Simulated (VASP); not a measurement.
# MgO (Fm-3m) in VASP: further runs

The runs below take MgO through single point, with r2SCAN.

Everything below comes from runs of VASP 6.6.1. Logs are shortened: lines on timing, memory, paths and dates and some standing lists are left out, and cuts for length are marked.

**1. The cell of the first run**

Symmetry: Fm-3m, No. 225, cubic system. The conventional cell has a = 4.275 Å, b = 4.275 Å, c = 4.275 Å, α = 90.00°, β = 90.00°, γ = 90.00°. Within 2.8 Å of Mg (site symmetry m-3m) lie 6 O at 2.14 Å. O (site symmetry m-3m) has 6 Mg at 2.14 Å within 2.8 Å.

**2. Single point, r2SCAN**

POSCAR

```
MgO
1.0
    0.0000000000      2.1375000000      2.1375000000
    2.1375000000      0.0000000000      2.1375000000
    2.1375000000      2.1375000000      0.0000000000
Mg O
1 1
Direct
    0.0000000000      0.0000000000      0.0000000000
    0.5000000000      0.5000000000      0.5000000000
```

INCAR.step1

```
PREC = Accurate
ENCUT = 750
ISMEAR = -1
SIGMA = 0.02
LREAL = False
LASPH = True
NELM = 120
NBANDS = 15
GGA = PE
ALGO = Normal
EDIFF = 1E-5
LWAVE = True
LCHARG = False
GGA_COMPAT = False
```

INCAR.step2

```
PREC = Accurate
ENCUT = 750
EDIFF = 1E-6
ISMEAR = -1
SIGMA = 0.02
LREAL = False
LASPH = True
NELM = 120
ALGO = Normal
ISIF = 2
LWAVE = False
LCHARG = True
METAGGA = R2SCAN
LMIXTAU = True
LELF = True
LVHAR = True
NBANDS = 15
ISTART = 1
GGA_COMPAT = False
```

KPOINTS

```
Automatic mesh
0
Gamma
  9 9 9
```

Potentials or basis: VASP PAW PBE potentials, release 64 (Mg_sv, O).

Started as:

```bash
$ cat potpaw_PBE.64/Mg_sv/POTCAR potpaw_PBE.64/O/POTCAR > POTCAR
$ cp INCAR.step1 INCAR
$ mpirun -np 1 vasp_std > vasp.out
$ cp INCAR.step2 INCAR
$ mpirun -np 1 vasp_std > vasp.out
```

OUTCAR:

```text
PREC = Accurate
   ENCUT = 750
   EDIFF = 1E-6
   ISMEAR = -1
   LREAL = False
   LASPH = True
   NELM = 120
   ISIF = 2
   METAGGA = R2SCAN
   ISTART = 1

 ion  position               nearest neighbor table
   1  0.000  0.000  0.000-
   2  0.500  0.500  0.500-

  LATTYP: Found a face centered cubic cell.
 ALAT       =     4.2750000000

  Lattice vectors:

 A1 = (   0.0000000000,   2.1375000000,   2.1375000000)
 A2 = (   2.1375000000,   0.0000000000,   2.1375000000)
 A3 = (   2.1375000000,   2.1375000000,   0.0000000000)

Analysis of symmetry for initial positions (statically):
=====================================================================
 Subroutine PRICEL returns:
 Original cell was already a primitive cell.

 Routine SETGRP: Setting up the symmetry group for a
 face centered cubic supercell.

 Subroutine GETGRP returns: Found 48 space group operations
 (whereof 48 operations were pure point group operations)
 out of a pool of 48 trial point group operations.

The static configuration has the point symmetry O_h .

Analysis of symmetry for dynamics (positions and initial velocities):
=====================================================================
 Subroutine PRICEL returns:
 Original cell was already a primitive cell.

 Routine SETGRP: Setting up the symmetry group for a
 face centered cubic supercell.

 Subroutine GETGRP returns: Found 48 space group operations
 (whereof 48 operations were pure point group operations)
 out of a pool of 48 trial point group operations.

The dynamic configuration has the point symmetry O_h .

 Subroutine INISYM returns: Found 48 space group operations
 (whereof 48 operations are pure point group operations),
 and found     1 'primitive' translations

----------------------------------------------------------------------------------------

                                     Primitive cell

  volume of cell :      19.5321

  direct lattice vectors                    reciprocal lattice vectors
     0.000000000  2.137500000  2.137500000    -0.233918129  0.233918129  0.233918129
     2.137500000  0.000000000  2.137500000     0.233918129 -0.233918129  0.233918129
     2.137500000  2.137500000  0.000000000     0.233918129  0.233918129 -0.233918129

  length of vectors
     3.022881490  3.022881490  3.022881490     0.405158084  0.405158084  0.405158084

  position of ions in fractional coordinates (direct lattice)
     0.000000000  0.000000000  0.000000000
     0.500000000  0.500000000  0.500000000

  ion indices of the primitive-cell ions
   primitive index   ion index
                 1           1
                 2           2

----------------------------------------------------------------------------------------

 KPOINTS: Automatic mesh

Automatic generation of k-mesh.
 Grid dimensions read from file:
 generate k-points for:    9    9    9

 Generating k-lattice:

  Cartesian coordinates                     Fractional coordinates (reciprocal lattice)
    -0.025990903  0.025990903  0.025990903     0.111111111  0.000000000  0.000000000
     0.025990903 -0.025990903  0.025990903     0.000000000  0.111111111  0.000000000
     0.025990903  0.025990903 -0.025990903     0.000000000  0.000000000  0.111111111

  Length of vectors
     0.045017565  0.045017565  0.045017565

  Shift w.r.t. Gamma in fractional coordinates (k-lattice)
     0.000000000  0.000000000  0.000000000

 Subroutine IBZKPT returns following result:
 ===========================================

 Found     35 irreducible k-points:

 Following reciprocal coordinates:
            Coordinates               Weight
  0.000000  0.000000  0.000000      1.000000
  0.111111  0.000000  0.000000      8.000000
  0.222222  0.000000  0.000000      8.000000
  0.333333  0.000000  0.000000      8.000000
  0.444444  0.000000  0.000000      8.000000
  0.111111  0.111111  0.000000      6.000000
[... 16 lines left out ...]
 -0.333333  0.333333  0.000000     12.000000
  0.444444  0.444444  0.000000      6.000000
 [... further k-points ...]
   k-points           NKPTS =     35   k-points in BZ     NKDIM =     35   number of bands    NBANDS=     15
   number of dos      NEDOS =    301   number of ions     NIONS =      2
   total plane-waves  NPLWV =  21952
   dimension x,y,z NGX =    28 NGY =   28 NGZ =   28
   dimension x,y,z NGXF=    56 NGYF=   56 NGZF=   56
   ions per type =               1   1
   NGX,Y,Z   is equivalent  to a cutoff of  15.40, 15.40, 15.40 a.u.
   NGXF,Y,Z  is equivalent  to a cutoff of  30.80, 30.80, 30.80 a.u.
 SYSTEM =  unknown system
   PREC   = accura    normal or accurate (medium, high low for compatibility)
   ISTART =      1    job   : 0-new  1-cont  2-samecut
   ICHARG =      0    charge: 1-file 2-atom 10-const
   ISPIN  =      1    spin polarized calculation?
   LNONCOLLINEAR =      F non collinear calculations
   LSORBIT =      F    spin-orbit coupling
   LASPH  =      T    aspherical Exc in radial PAW
   ENCUT  =  750.0 eV  55.12 Ry    7.42 a.u.   6.75  6.75  6.75*2*pi/ulx,y,z
   NELM   =    120;   NELMIN=  2; NELMDL=  0     # of ELM steps
   EDIFF  = 0.1E-05   stopping-criterion for ELM
   LREAL  =      F    real-space projection
   EDIFFG = 0.1E-04   stopping-criterion for IOM
   NSW    =      0    number of steps for IOM
   IBRION =     -1    ionic relax: 0-MD 1-quasi-New 2-CG
   NFREE  =      0    steps in history (QN), initial steepest desc. (CG)
   ISIF   =      2    stress and relaxation
   ISYM   =      2    0-nonsym 1-usesym 2-fastsym
   POTIM  = 0.5000    time-step for ionic-motion
   TEBEG  =    0.0;   TEEND  =   0.0 temperature during run
   PSTRESS=    0.0 pullay stress
   NELECT =      16.0000    total number of electrons
   NUPDOWN=      -1.0000    fix difference up-down
   EMIN   =  10.00;   EMAX   =-10.00  energy-range for DOS
   EFERMI =   0.00;   METHOD = LEGACY
   ISMEAR =    -1;   SIGMA  =   0.02  broadening in eV -4-tet -1-fermi 0-gaus
   EFERMI_NEDOS =   21; number of points for ismear=-14 and -15
   IALGO  =     38    algorithm
   IMIX   =      4    mixing-type and parameters
     AMIX     =   0.40;   BMIX     =  1.00
     AMIX_MAG =   1.60;   BMIX_MAG =  1.00
  volume/ion in A,a.u.               =       9.77        65.90
  Fermi-wavevector in a.u.,A,eV,Ry     =   1.531788  2.894660 31.924369  2.346375
  Thomas-Fermi vector in A             =   2.639084
   LORBIT       =      0    0 simple, 1 ext, 2 COOP (PROOUT), +10 PAW based schemes
   METAGGA = R2SCAN    functional components
   LHFCALC =     F    Hartree Fock is set to
   AEXX    =    0.0000 exact exchange contribution
   IVDW    =     0    specifies the selected vdW correction
   LEPSILON=     F    determine dielectric tensor
   LRPA    =     F    only Hartree local field effects (RPA)
 non-spin polarized calculation
  energy-cutoff  :      750.00
  volume of cell :       19.53
 maximum number of plane-waves:       941
   NGX = 13   NGY = 13   NGZ = 13

 number of electron      15.9999999 magnetization

 Free energy of the ion-electron system (eV)
  ---------------------------------------------------
  ext. energy  EPLUGINS =         0.00000000
  ---------------------------------------------------
  free energy    TOTEN  =       -16.14566255 eV

  energy without entropy =      -16.14566255  energy(sigma->0) =      -16.14566255

 E-fermi :   2.8876     XC(G=0): -11.7959

 val. band max:        2.2030955885   @ k =   0.0000   0.0000   0.0000
 cond. band min:       7.4156105145   @ k =   0.0000   0.0000   0.0000
 fundamental gap:      5.2125149260
 Fermi energy:         2.8875565783

 k-point     1 :       0.0000    0.0000    0.0000
  band No.  band energies     occupation
      1     -72.9382      2.00000
      2     -38.0331      2.00000
      3     -38.0331      2.00000
      4     -38.0331      2.00000
      5     -15.7650      2.00000
      6       2.2031      2.00000
      7       2.2031      2.00000
      8       2.2031      2.00000
      9       7.4156      0.00000
     10      18.7997      0.00000
     11      18.7997      0.00000
     12      18.7997      0.00000
     13      22.7770      0.00000
     14      24.5666      0.00000
     15      24.5666      0.00000

 k-point     2 :       0.1111    0.0000    0.0000
  band No.  band energies     occupation
      1     -72.9373      2.00000
      2     -38.0411      2.00000
      3     -38.0337      2.00000
      4     -38.0337      2.00000
      5     -15.6444      2.00000
      6       1.4660      2.00000
      7       2.1245      2.00000
      8       2.1245      2.00000
      9       8.1524      0.00000
     10      17.3700      0.00000
     11      19.0875      0.00000
     12      19.0875      0.00000
     13      23.7026      0.00000
     14      23.7026      0.00000
     15      24.6480      0.00000

 k-point     3 :       0.2222    0.0000    0.0000
  band No.  band energies     occupation
      1     -72.9354      2.00000
      2     -38.0621      2.00000
      3     -38.0357      2.00000
      4     -38.0357      2.00000
      5     -15.3234      2.00000
      6       0.0279      2.00000
      7       1.9323      2.00000
      8       1.9323      2.00000
      9       9.5045      0.00000
     10      15.7976      0.00000
     11      19.5787      0.00000
     12      19.5787      0.00000
     13      23.0970      0.00000
     14      23.0970      0.00000
     15      25.2314      0.00000
[... 343 lines left out ...]
 k-point    23 :      -0.3333    0.3333    0.0000
  band No.  band energies     occupation
      1     -72.9300      2.00000
      2     -38.0783      2.00000
      3     -38.0744      2.00000
      4     -38.0466      2.00000
      5     -14.4123      2.00000
      6      -0.8611      2.00000
      7      -0.7094      2.00000
      8       1.2408      2.00000
      9      13.2071      0.00000
     10      15.1455      0.00000
     11      15.4416      0.00000
     12      20.7432      0.00000
     13      21.7233      0.00000
     14      26.2161      0.00000
     15      30.6517      0.00000

 k-point    24 :       0.4444    0.4444    0.0000
  band No.  band energies     occupation
      1     -72.9299      2.00000
      2     -38.0900      2.00000
      3     -38.0555      2.00000
      4     -38.0555      2.00000
      5     -14.4407      2.00000
      6      -1.6257      2.00000
      7       0.9324      2.00000
      8       0.9324      2.00000
      9      12.2787      0.00000
     10      12.8392      0.00000
     11      16.0450      0.00000
     12      21.8721      0.00000
     13      21.8721      0.00000
     14      28.3038      0.00000
     15      29.6065      0.00000

 [... further k-points ...]

------------------------ aborting loop because EDIFF is reached ----------------------------------------

  FORCE on cell =-STRESS in cart. coord.  units (eV):
  Direction    XX          YY          ZZ          XY          YZ          ZX
  --------------------------------------------------------------------------------------
  -------------------------------------------------------------------------------------
  Total       -0.9147548     -0.9147548     -0.9147548      0.0000000      0.0000000      0.0000000
  in kB      -75.0355254    -75.0355254    -75.0355254      0.0000000      0.0000000      0.0000000
  external PRESSURE =     -75.0355254 kB  Pullay stress =       0.0000000 kB

 VOLUME and BASIS-vectors are now :
 -----------------------------------------------------------------------------
  energy-cutoff  :      750.00
  volume of cell :       19.53
      direct lattice vectors                 reciprocal lattice vectors
     0.000000000  2.137500000  2.137500000    -0.233918129  0.233918129  0.233918129
     2.137500000  0.000000000  2.137500000     0.233918129 -0.233918129  0.233918129
     2.137500000  2.137500000  0.000000000     0.233918129  0.233918129 -0.233918129

 POSITION                                       TOTAL-FORCE (eV/Angst)
 -----------------------------------------------------------------------------------
      0.00000      0.00000      0.00000        -0.000000     -0.000000      0.000000
      2.13750      2.13750      2.13750         0.000000      0.000000     -0.000000
 -----------------------------------------------------------------------------------
    total drift:                                0.000000      0.000000      0.000000

  FREE ENERGIE OF THE ION-ELECTRON SYSTEM (eV)
  ---------------------------------------------------
  free  energy   TOTEN  =       -16.1456625537 eV

  energy  without entropy=      -16.1456625537  energy(sigma->0) =      -16.14566255
```

Run time: 46 s. Hardware: 1 thread of AMD EPYC 9R45 (Zen 5), shared host; peak memory 0.14 GiB.

Results:

```
Free energy            : -16.1457 eV
Pressure               : -7.5 GPa
Band gap on the k mesh : 5.21 eV
```

Caveat: the cell stands under tension; the PAW data sets were made with another functional, which shifts forces and pressure a little. r2SCAN opens gaps a little over a GGA but as a rule still falls short of measured ones.

**3. Single point, r2SCAN**

POSCAR is that of step 2.

INCAR.step1

```
SYSTEM = MgO
ALGO = Normal
EDIFF = 1E-5
ENCUT = 750
GGA = PE
GGA_COMPAT = .FALSE.
ISMEAR = -1
LASPH = .TRUE.
LCHARG = .FALSE.
LREAL = .FALSE.
LWAVE = .TRUE.
NBANDS = 15
NELM = 120
PREC = Accurate
SIGMA = 0.02
```

INCAR.step2

```
SYSTEM = MgO
ALGO = Normal
EDIFF = 1E-6
ENCUT = 750
GGA_COMPAT = .FALSE.
ISIF = 2
ISMEAR = -1
ISTART = 1
LASPH = .TRUE.
LCHARG = .TRUE.
LELF = .TRUE.
LMIXTAU = .TRUE.
LREAL = .FALSE.
LVHAR = .TRUE.
LWAVE = .FALSE.
METAGGA = R2SCAN
NBANDS = 15
NELM = 120
PREC = Accurate
SIGMA = 0.02
```

KPOINTS

```
k-points
0
G
  9 9 9
  0 0 0
```

Potentials or basis: VASP PAW PBE potentials, release 64 (Mg_sv, O).

Started as:

```bash
$ cat potpaw_PBE.64/Mg_sv/POTCAR potpaw_PBE.64/O/POTCAR > POTCAR
$ cp INCAR.step1 INCAR
$ mpirun -np 1 vasp_std > vasp.out
$ cp INCAR.step2 INCAR
$ mpirun -np 1 vasp_std > vasp.out
```

Run time: 33 s. Hardware: 1 thread of Intel Xeon 6975P-C (Granite Rapids), shared host; peak memory 0.16 GiB.

Results (log left out):

```
Free energy            : -16.1457 eV
Pressure               : -7.5 GPa
Band gap on the k mesh : 5.21 eV
```

Levels at points of the mesh, in eV from the valence-band top:
```
           k point  band 4  band 5  band 6  band 7  band 8  band 9  band 10  band 11  band 12  band 13
(0.00, 0.00, 0.00)  -40.24  -17.97    0.00    0.00    0.00    5.21    16.60    16.60    16.60    20.57
```

Caveat: the cell stands under tension; the PAW data sets were made with another functional, which shifts forces and pressure a little.
